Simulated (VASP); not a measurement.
# B6As (R-3m) in VASP: single point with LDA

Aim: the single point of B6As with LDA.

All numbers are computed with VASP 6.6.1; they aren't measurements. Logs are shortened: lines on timing, memory, paths and dates and some standing lists are left out, and cuts for length are marked.

## Step 1: The cell of the first run

Symmetry: R-3m, No. 166, trigonal system. The conventional cell has a = 6.078 Å, b = 6.078 Å, c = 11.749 Å, α = 90.00°, β = 90.00°, γ = 120.00°. Within 2.3 Å of B (site symmetry m) lie 6 B at 1.76 to 1.88 Å. Within 2.3 Å of B (site symmetry m) lie 5 B at 1.71 to 1.79 Å and 1 As at 1.98 Å. As (site symmetry 3m) has 3 B at 1.98 Å and 1 As at 2.37 Å within 2.6 Å.

## Step 2: Single point, LDA

Input file INCAR:

```
SYSTEM = B6As
  PREC = Accurate
  ENCUT = 520
  EDIFF = 1E-6
  ISMEAR = 0
  SIGMA = 0.02
  LREAL = .False.
  LASPH = .True.
  NELM = 80
  ALGO = Normal
  ISIF = 2
  LWAVE = .False.
  LCHARG = .False.
  GGA = CA
  NBANDS = 36
```

Input file KPOINTS:

```
Automatic mesh
0
Gamma
  6 6 6
  0 0 0
```

Input file POSCAR:

```
B6As
1.0
    3.0387590419      1.7544283509      3.9163134700
   -3.0387590419      1.7544283509      3.9163134700
    0.0000000000     -3.5088567017      3.9163134700
B As
12 2
Direct
    0.0155961131      0.0155961131      0.3243624077
    0.0155961131      0.3243624077      0.0155961131
    0.8218781705      0.2725031721      0.8218781705
    0.8218781705      0.8218781705      0.2725031721
    0.2725031721      0.8218781705      0.8218781705
    0.7274968279      0.1781218295      0.1781218295
    0.1781218295      0.7274968279      0.1781218295
    0.1781218295      0.1781218295      0.7274968279
    0.9844038869      0.6756375923      0.9844038869
    0.9844038869      0.9844038869      0.6756375923
    0.6756375923      0.9844038869      0.9844038869
    0.3243624077      0.0155961131      0.0155961131
    0.6008649461      0.6008649461      0.6008649461
    0.3991350539      0.3991350539      0.3991350539
```

Potentials or basis: VASP PAW LDA potentials, release 64 (B, As).

Started as:

```
$ cat potpaw_LDA.64/B/POTCAR potpaw_LDA.64/As/POTCAR > POTCAR
$ mpirun -np 1 vasp_std > vasp.out
```

OUTCAR:

```text
SYSTEM = B6As
   PREC = Accurate
   ENCUT = 520
   EDIFF = 1E-6
   ISMEAR = 0
   LREAL = .False.
   LASPH = .True.
   NELM = 80
   ISIF = 2
   GGA = CA

 ion  position               nearest neighbor table
   1  0.016  0.016  0.324-  10 1.76   7 1.76   6 1.76   4 1.79   2 1.88  12 1.88
   2  0.016  0.324  0.016-   9 1.76   8 1.76   6 1.76   3 1.79  12 1.88   1 1.88
   3  0.822  0.273  0.822-   8 1.71   6 1.71  10 1.76  11 1.76   2 1.79  13 1.98
   4  0.822  0.822  0.273-   6 1.71   7 1.71   9 1.76  11 1.76   1 1.79  13 1.98
   5  0.273  0.822  0.822-   8 1.71   7 1.71  10 1.76   9 1.76  12 1.79  13 1.98
   6  0.727  0.178  0.178-   4 1.71   3 1.71   1 1.76   2 1.76  11 1.79  14 1.98
   7  0.178  0.727  0.178-   4 1.71   5 1.71   1 1.76  12 1.76   9 1.79  14 1.98
   8  0.178  0.178  0.727-   3 1.71   5 1.71   2 1.76  12 1.76  10 1.79  14 1.98
   9  0.984  0.676  0.984-   2 1.76   4 1.76   5 1.76   7 1.79  11 1.88  10 1.88
  10  0.984  0.984  0.676-   1 1.76   3 1.76   5 1.76   8 1.79   9 1.88  11 1.88
  11  0.676  0.984  0.984-  12 1.76   4 1.76   3 1.76   6 1.79   9 1.88  10 1.88
  12  0.324  0.016  0.016-  11 1.76   8 1.76   7 1.76   5 1.79   2 1.88   1 1.88
  13  0.601  0.601  0.601-   3 1.98   5 1.98   4 1.98  14 2.37
  14  0.399  0.399  0.399-   6 1.98   7 1.98   8 1.98  13 2.37

  LATTYP: Found a trigonal (rhomboedric) cell.
 ALAT       =     5.2582874159
 COS(alpha) =     0.3320654905

  Lattice vectors:

 A1 = (   3.0387590419,   1.7544283509,   3.9163134700)
 A2 = (  -3.0387590419,   1.7544283509,   3.9163134700)
 A3 = (   0.0000000000,  -3.5088567017,   3.9163134700)

Analysis of symmetry for initial positions (statically):
=====================================================================
 Subroutine PRICEL returns:
 Original cell was already a primitive cell.

 Routine SETGRP: Setting up the symmetry group for a
 trigonal (rhombohedral) supercell.

 Subroutine GETGRP returns: Found 12 space group operations
 (whereof 12 operations were pure point group operations)
 out of a pool of 12 trial point group operations.

The static configuration has the point symmetry D_3d.

Analysis of symmetry for dynamics (positions and initial velocities):
=====================================================================
 Subroutine PRICEL returns:
 Original cell was already a primitive cell.

 Routine SETGRP: Setting up the symmetry group for a
 trigonal (rhombohedral) supercell.

 Subroutine GETGRP returns: Found 12 space group operations
 (whereof 12 operations were pure point group operations)
 out of a pool of 12 trial point group operations.

The dynamic configuration has the point symmetry D_3d.

 Subroutine INISYM returns: Found 12 space group operations
 (whereof 12 operations are pure point group operations),
 and found     1 'primitive' translations

----------------------------------------------------------------------------------------

                                     Primitive cell

  volume of cell :     125.2739

  direct lattice vectors                    reciprocal lattice vectors
     3.038759042  1.754428351  3.916313470     0.164540851  0.094997705  0.085114058
    -3.038759042  1.754428351  3.916313470    -0.164540851  0.094997705  0.085114058
     0.000000000 -3.508856702  3.916313470     0.000000000 -0.189995410  0.085114058

  length of vectors
     5.258287416  5.258287416  5.258287416     0.208188997  0.208188997  0.208188997

  position of ions in fractional coordinates (direct lattice)
     0.015596113  0.015596113  0.324362408
     0.015596113  0.324362408  0.015596113
     0.821878170  0.272503172  0.821878170
     0.821878170  0.821878170  0.272503172
     0.272503172  0.821878170  0.821878170
     0.727496828  0.178121830  0.178121830
     0.178121830  0.727496828  0.178121830
     0.178121830  0.178121830  0.727496828
     0.984403887  0.675637592  0.984403887
     0.984403887  0.984403887  0.675637592
     0.675637592  0.984403887  0.984403887
     0.324362408  0.015596113  0.015596113
     0.600864946  0.600864946  0.600864946
     0.399135054  0.399135054  0.399135054

  ion indices of the primitive-cell ions
   primitive index   ion index
                 1           1
                 2           2
                 3           3
                 4           4
                 5           5
                 6           6
                 7           7
                 8           8
                 9           9
                10          10
                11          11
                12          12
                13          13
                14          14

----------------------------------------------------------------------------------------

 KPOINTS: Automatic mesh

Automatic generation of k-mesh.
 Grid dimensions read from file:
 generate k-points for:    6    6    6

 Generating k-lattice:

  Cartesian coordinates                     Fractional coordinates (reciprocal lattice)
     0.027423475  0.015832951  0.014185676     0.166666667  0.000000000  0.000000000
    -0.027423475  0.015832951  0.014185676     0.000000000  0.166666667  0.000000000
     0.000000000 -0.031665902  0.014185676     0.000000000  0.000000000  0.166666667

  Length of vectors
     0.034698166  0.034698166  0.034698166

  Shift w.r.t. Gamma in fractional coordinates (k-lattice)
     0.000000000  0.000000000  0.000000000

 Subroutine IBZKPT returns following result:
 ===========================================

 Found     32 irreducible k-points:

 Following reciprocal coordinates:
            Coordinates               Weight
  0.000000  0.000000  0.000000      1.000000
  0.166667  0.000000  0.000000      6.000000
  0.333333  0.000000  0.000000      6.000000
  0.500000 -0.000000  0.000000      3.000000
  0.166667  0.166667  0.000000      6.000000
  0.333333  0.166667  0.000000     12.000000
[... 16 lines left out ...]
  0.500000  0.500000  0.166667      6.000000
 -0.333333  0.500000  0.166667     12.000000
 [... further k-points ...]
   k-points           NKPTS =     32   k-points in BZ     NKDIM =     32   number of bands    NBANDS=     36
   number of dos      NEDOS =    301   number of ions     NIONS =     14
   total plane-waves  NPLWV =  64000
   dimension x,y,z NGX =    40 NGY =   40 NGZ =   40
   dimension x,y,z NGXF=    80 NGYF=   80 NGZF=   80
   ions per type =              12   2
   NGX,Y,Z   is equivalent  to a cutoff of  12.65, 12.65, 12.65 a.u.
   NGXF,Y,Z  is equivalent  to a cutoff of  25.29, 25.29, 25.29 a.u.
 SYSTEM =  B6As
   PREC   = accura    normal or accurate (medium, high low for compatibility)
   ISTART =      0    job   : 0-new  1-cont  2-samecut
   ICHARG =      2    charge: 1-file 2-atom 10-const
   ISPIN  =      1    spin polarized calculation?
   LNONCOLLINEAR =      F non collinear calculations
   LSORBIT =      F    spin-orbit coupling
   LASPH  =      T    aspherical Exc in radial PAW
   ENCUT  =  520.0 eV  38.22 Ry    6.18 a.u.   9.78  9.78  9.78*2*pi/ulx,y,z
   NELM   =     80;   NELMIN=  2; NELMDL= -5     # of ELM steps
   EDIFF  = 0.1E-05   stopping-criterion for ELM
   LREAL  =      F    real-space projection
   EDIFFG = 0.1E-04   stopping-criterion for IOM
   NSW    =      0    number of steps for IOM
   IBRION =     -1    ionic relax: 0-MD 1-quasi-New 2-CG
   NFREE  =      0    steps in history (QN), initial steepest desc. (CG)
   ISIF   =      2    stress and relaxation
   ISYM   =      2    0-nonsym 1-usesym 2-fastsym
   POTIM  = 0.5000    time-step for ionic-motion
   TEBEG  =    0.0;   TEEND  =   0.0 temperature during run
   PSTRESS=    0.0 pullay stress
   NELECT =      46.0000    total number of electrons
   NUPDOWN=      -1.0000    fix difference up-down
   EMIN   =  10.00;   EMAX   =-10.00  energy-range for DOS
   EFERMI =   0.00;   METHOD = LEGACY
   ISMEAR =     0;   SIGMA  =   0.02  broadening in eV -4-tet -1-fermi 0-gaus
   EFERMI_NEDOS =   21; number of points for ismear=-14 and -15
   IALGO  =     38    algorithm
   IMIX   =      4    mixing-type and parameters
     AMIX     =   0.40;   BMIX     =  1.00
     AMIX_MAG =   1.60;   BMIX_MAG =  1.00
  volume/ion in A,a.u.               =       8.95        60.38
  Fermi-wavevector in a.u.,A,eV,Ry     =   1.172305  2.215335 18.698470  1.374299
  Thomas-Fermi vector in A             =   2.308736
   LORBIT       =      0    0 simple, 1 ext, 2 COOP (PROOUT), +10 PAW based schemes
   GGA     = CA    functional components
   LHFCALC =     F    Hartree Fock is set to
   AEXX    =    0.0000 exact exchange contribution
   IVDW    =     0    specifies the selected vdW correction
   LEPSILON=     F    determine dielectric tensor
   LRPA    =     F    only Hartree local field effects (RPA)
 non-spin polarized calculation
 Gauss-broadening in eV      SIGMA  =   0.02
  energy-cutoff  :      520.00
  volume of cell :      125.27
 maximum number of plane-waves:      3398
   NGX = 19   NGY = 19   NGZ = 19

 number of electron      46.0000002 magnetization

 Free energy of the ion-electron system (eV)
  ---------------------------------------------------
  ext. energy  EPLUGINS =         0.00000000
  ---------------------------------------------------
  free energy    TOTEN  =      -102.79167269 eV

  energy without entropy =     -102.79167269  energy(sigma->0) =     -102.79167269

 E-fermi :   4.9589     XC(G=0): -11.3114

 val. band max:        4.8331765158   @ k =   0.1667   0.0000   0.0000
 cond. band min:       7.5007588403   @ k =   0.5000  -0.0000   0.0000
 fundamental gap:      2.6675823245
 Fermi energy:         4.9588850119

 k-point     1 :       0.0000    0.0000    0.0000
  band No.  band energies     occupation
      1      -9.9877      2.00000
      2      -7.0530      2.00000
      3      -5.1966      2.00000
      4      -5.1966      2.00000
      5      -5.1471      2.00000
      6      -4.0545      2.00000
[... 27 lines left out ...]
     34      13.3898      0.00000
     35      13.4116      0.00000

 k-point     2 :       0.1667    0.0000    0.0000
  band No.  band energies     occupation
      1      -9.8802      2.00000
      2      -7.3516      2.00000
      3      -5.2818      2.00000
      4      -5.2009      2.00000
      5      -4.9713      2.00000
      6      -4.2834      2.00000
[... 27 lines left out ...]
     34      13.3027      0.00000
     35      13.5213      0.00000

 k-point     3 :       0.3333    0.0000    0.0000
  band No.  band energies     occupation
      1      -9.5917      2.00000
      2      -7.9549      2.00000
      3      -5.4117      2.00000
      4      -5.2053      2.00000
      5      -4.6865      2.00000
      6      -4.5370      2.00000
[... 27 lines left out ...]
     34      13.1838      0.00000
     35      13.7019      0.00000
[... 723 lines left out ...]
 k-point    23 :       0.5000    0.5000    0.1667
  band No.  band energies     occupation
      1      -9.2446      2.00000
      2      -7.4874      2.00000
      3      -6.7845      2.00000
      4      -5.7804      2.00000
      5      -5.5226      2.00000
      6      -3.7692      2.00000
[... 27 lines left out ...]
     34      13.1975      0.00000
     35      13.3232      0.00000

 k-point    24 :      -0.3333    0.5000    0.1667
  band No.  band energies     occupation
      1      -9.1944      2.00000
      2      -7.7358      2.00000
      3      -6.8380      2.00000
      4      -5.7484      2.00000
      5      -5.2283      2.00000
      6      -3.7513      2.00000
[... 27 lines left out ...]
     34      13.2526      0.00000
     35      13.6138      0.00000

 [... further k-points ...]

 [bands above 35 left out]

------------------------ aborting loop because EDIFF is reached ----------------------------------------

  FORCE on cell =-STRESS in cart. coord.  units (eV):
  Direction    XX          YY          ZZ          XY          YZ          ZX
  --------------------------------------------------------------------------------------
  -------------------------------------------------------------------------------------
  Total        0.5670903      0.5670903      0.3953655      0.0000000      0.0000000      0.0000000
  in kB        7.2527412      7.2527412      5.0564852      0.0000000      0.0000000      0.0000000
  external PRESSURE =       6.5206559 kB  Pullay stress =       0.0000000 kB

 VOLUME and BASIS-vectors are now :
 -----------------------------------------------------------------------------
  energy-cutoff  :      520.00
  volume of cell :      125.27
      direct lattice vectors                 reciprocal lattice vectors
     3.038759042  1.754428351  3.916313470     0.164540851  0.094997705  0.085114058
    -3.038759042  1.754428351  3.916313470    -0.164540851  0.094997705  0.085114058
     0.000000000 -3.508856702  3.916313470     0.000000000 -0.189995410  0.085114058

 POSITION                                       TOTAL-FORCE (eV/Angst)
 -----------------------------------------------------------------------------------
      0.00000     -1.08342      1.39246         0.000000     -0.005748      0.013769
     -0.93827      0.54171      1.39246        -0.004978      0.002874      0.013769
      1.66942     -0.96384      7.50467         0.036812     -0.021254      0.011854
      0.00000      1.92768      7.50467         0.000000      0.042507      0.011854
     -1.66942     -0.96384      7.50467        -0.036812     -0.021254      0.011854
      1.66942      0.96384      4.24427         0.036812      0.021254     -0.011854
     -1.66942      0.96384      4.24427        -0.036812      0.021254     -0.011854
      0.00000     -1.92768      4.24427         0.000000     -0.042507     -0.011854
      0.93827     -0.54171     10.35648         0.004978     -0.002874     -0.013769
      0.00000      1.08342     10.35648         0.000000      0.005748     -0.013769
     -0.93827     -0.54171     10.35648        -0.004978     -0.002874     -0.013769
      0.93827      0.54171      1.39246         0.004978      0.002874      0.013769
      0.00000      0.00000      7.05953         0.000000      0.000000      0.032235
      0.00000      0.00000      4.68941         0.000000     -0.000000     -0.032235
 -----------------------------------------------------------------------------------
    total drift:                               -0.000000     -0.000000      0.000000

  FREE ENERGIE OF THE ION-ELECTRON SYSTEM (eV)
  ---------------------------------------------------
  free  energy   TOTEN  =      -102.7916726898 eV

  energy  without entropy=     -102.7916726898  energy(sigma->0) =     -102.79167269
```

It took 1.9 min on 1 thread of Intel Xeon Platinum 8259CL at 2.50GHz (Skylake/Cascade Lake), shared host; peak memory 0.26 GiB.

What came out:

```
Free energy            : -102.7917 eV
Pressure               : 0.7 GPa
Largest force          : 0.044 eV/Å
Band gap on the k mesh : 2.67 eV, indirect (least direct gap 2.70 eV)
```

Forces in eV/Å, atoms in the order of the input:
```
B    0.000 -0.006  0.014
B   -0.005  0.003  0.014
B    0.037 -0.021  0.012
B    0.000  0.043  0.012
B   -0.037 -0.021  0.012
B    0.037  0.021 -0.012
B   -0.037  0.021 -0.012
B    0.000 -0.043 -0.012
B    0.005 -0.003 -0.014
B    0.000  0.006 -0.014
B   -0.005 -0.003 -0.014
B    0.005  0.003  0.014
As   0.000  0.000  0.032
As   0.000  0.000 -0.032
```

Stress tensor (GPa, compression positive):
```
0.73 0.00 0.00
0.00 0.73 0.00
0.00 0.00 0.51
```

Levels at points of the mesh, in eV from the valence-band top:
| k point | band 20 | band 21 | band 22 | band 23 | band 24 | band 25 | band 26 | band 27 |
| --- | --- | --- | --- | --- | --- | --- | --- | --- |
| (0.00, 0.00, 0.00) | -0.24 | -0.24 | 0.00 | 0.00 | 4.53 | 4.77 | 4.77 | 5.09 |
| (0.50, 0.00, 0.00) | -1.44 | -1.30 | -1.05 | -0.03 | 2.67 | 4.25 | 4.60 | 5.17 |
| (0.50, 0.50, 0.00) | -1.54 | -0.97 | -0.76 | -0.24 | 3.39 | 4.53 | 4.79 | 5.13 |
| (0.50, 0.50, 0.50) | -0.85 | -0.82 | -0.82 | -0.09 | 2.80 | 3.78 | 3.79 | 4.63 |

A k mesh can miss the band edges.
